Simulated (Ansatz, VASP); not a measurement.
InSb in VASP and in Ansatz

```
In Sb
1.0
     0.00000    3.45012    3.31742
     3.45012    0.00000    3.31742
     3.45012    3.45012    0.00000
In Sb
1 1
Direct
  0.00000 0.00000 0.00000
  0.75000 0.75000 0.75000
```

Change from the starting cell: strain +0.040 along x and y, +0.000 along z, atoms carried along.

Alike in both runs: task single point; functional PBE; k mesh 16 × 16 × 16; occupations gaussian, width 0.15 eV; no spin polarisation.

|  | VASP | Ansatz |
| --- | --- | --- |
| version | VASP 6.6.1 | Ansatz 0.2.0 |
| potentials or method | VASP PAW PBE potentials, release 64 (In_d, Sb), cutoff 520 eV | scalar-relativistic, plane waves, PAW |
| valence electrons in the cell | 18 | 28 |

|  | VASP | Ansatz | Ansatz less VASP |
| --- | --- | --- | --- |
| gap on the k mesh at the Fermi level (eV) | none | none | - |
| pressure (GPa) | -2.4 | -2.4 | +0.02 |
| traceless stress, the component that is largest in VASP (GPa) | 0.64 | 0.64 | -0.001 |

A gap of «none» marks a metal or a gap that the smearing closes. VASP's potentials hold 18 valence electrons a cell and Ansatz's 28, so a difference there can come from the potentials and not from the codes.

Neither program's run includes spin-orbit coupling.
